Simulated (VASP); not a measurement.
Wanted: the native input for a VASP 6.6.1 run.

* Task: single point
* Functional: PBE
* Dispersion: D4
* Potentials or basis: VASP PAW PBE potentials, release 64 (Ge_d)
* Cutoff: 520 eV
* k mesh: 8 × 8 × 8
* Occupations: fermi-dirac, width 0.1 eV
* Spin: collinear spin
* Starting moments: [1.0, 0.0] μB
* Fixed moment: 1 μB
* Dipole correction: no
* Further INCAR settings: ALGO = Normal; EDIFF = 1e-06; NBANDS = 25

The structure of Ge lies in POSCAR:

```
Ge
1.0
    0.0000000000      2.8099234548      2.8099234548
    2.8099234548      0.0000000000      2.8099234548
    2.8099234548      2.8099234548      0.0000000000
Ge
2
Direct
    0.7500000000      0.7500000000      0.7500000000
    0.5000000000      0.5000000000      0.5000000000
```

This cell differs from its parent crystal: volume scaled by 0.98.

These files were run (other wordings do the same):

INCAR

```
PREC = Accurate
ENCUT = 520
EDIFF = 1E-6
ISMEAR = -1
SIGMA = 0.1
LREAL = False
LASPH = True
NELM = 150
ALGO = Normal
ISIF = 2
LWAVE = False
LCHARG = False
ISPIN = 2
MAGMOM = 1 0
LORBIT = 11
NUPDOWN = 1.0
GGA = PE
IVDW = 13
NBANDS = 25
```

KPOINTS

```
Automatic mesh
0
Gamma
  8 8 8
```

Potentials or basis: VASP PAW PBE potentials, release 64 (Ge_d).

Launch:

```bash
$ cat potpaw_PBE.64/Ge_d/POTCAR > POTCAR
$ mpirun -np 1 vasp_std > vasp.out
```

Results of the run:

```yaml
Pressure: 7.2 GPa
Net_moment: 1.00 μB per cell
Site_moments: Ge +0.28 μB
Valence_electrons_inside_the_program's_atomic_spheres: Ge 12.42
Dispersion_energy_per_atom: -0.334 eV
```

Caveat: the total moment is fixed, so each spin has its own Fermi level.

Run time: 34 s on 1 thread of Intel(R) Xeon(R) 6975P-C (Granite Rapids), on a shared host, peak memory 0.2 GiB.
